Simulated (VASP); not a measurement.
**Mg: single point with PBE**

Crystal: Mg.

```
CELL_PARAMETERS angstrom
0.00000 3.43185 3.43185
3.43185 0.00000 3.43185
3.43185 3.43185 0.00000
ATOMIC_POSITIONS crystal
Mg 0.12500 0.12500 0.12500
Mg 0.87500 0.87500 0.87500
```

| Item | Value |
| --- | --- |
| Program | VASP 6.6.1 |
| Task | single point |
| Functional | PBE |
| Potentials or basis | VASP PAW PBE potentials, release 64 (Mg) |
| Cutoff | 520 eV |
| k mesh | 8 × 8 × 8 |
| Occupations | fermi-dirac, width 0.1 eV |
| Spin | non-collinear spin, zero start, spin-orbit coupling |
| Starting moments | [[0.0, 0.0, 0.0], [0.0, 0.0, 0.0]] μB |

The pressure is 0.0 GPa. The net moment is 0.00 μB per cell. The valence electrons inside the program's atomic spheres are Mg 0.35.

Moments on the atoms (μB; x, y, z):
```
Mg  0.00 0.00 0.00
Mg  0.00 0.00 0.00
```

It took 40 s on 1 thread of AMD EPYC 9R45 96-Core Processor (Zen 5), on a shared host, peak memory 0.35 GiB.
